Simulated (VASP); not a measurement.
# NaF: single point with r2SCAN

Crystal: NaF.

```xyz
2
Lattice="2.7365 0.0000 0.0000 0.0000 2.7365 0.0000 0.0000 0.0000 2.7365" Properties=species:S:1:pos:R:3 pbc="T T T"
Na    0.0000    0.0000    0.0000
F     1.3682    1.3682    1.3682
```

This cell differs from its parent crystal: volume changed by -6%.

| Quantity | Value |
| --- | --- |
| Program | VASP 6.6.1 |
| Task | single point |
| Functional | r2SCAN |
| Potentials or basis | VASP PAW PBE potentials, release 64 (Na_pv, F) |
| Cutoff | 520 eV |
| k mesh | 8 × 8 × 8 |
| Occupations | gaussian, width 0.01 eV |
| Spin | no spin polarisation |
| Dipole correction | no |
| Further INCAR settings | ALGO = Normal; EDIFF = 1e-06; NBANDS = 14 |

| Quantity | Value |
| --- | --- |
| Pressure | 3.3 GPa |
| Band gap on the k mesh | 7.57 eV, indirect (least direct gap 7.93 eV) |

Levels at points of the mesh, in eV from the valence-band top:
```csv
k point,band 4,band 5,band 6,band 7,band 8,band 9,band 10,band 11
"(0.00, 0.00, 0.00)",-20.52,-0.36,-0.36,-0.36,7.57,16.76,16.76,26.70
"(0.50, 0.00, 0.00)",-19.88,-2.84,-0.24,-0.24,12.45,13.62,20.98,22.83
"(0.50, 0.50, 0.00)",-20.46,-2.04,-2.04,0.00,13.41,17.07,17.20,17.20
"(0.50, 0.50, 0.50)",-20.31,-1.85,-1.85,-1.85,16.02,16.02,16.02,21.27
```

Wall time 18 s on 1 thread of Intel(R) Xeon(R) Platinum 8488C (Sapphire Rapids) (shared host), peak memory 0.12 GiB.

Caveat: the PAW data sets were made with another functional, which shifts forces and pressure a little. A k mesh can miss the band edges.
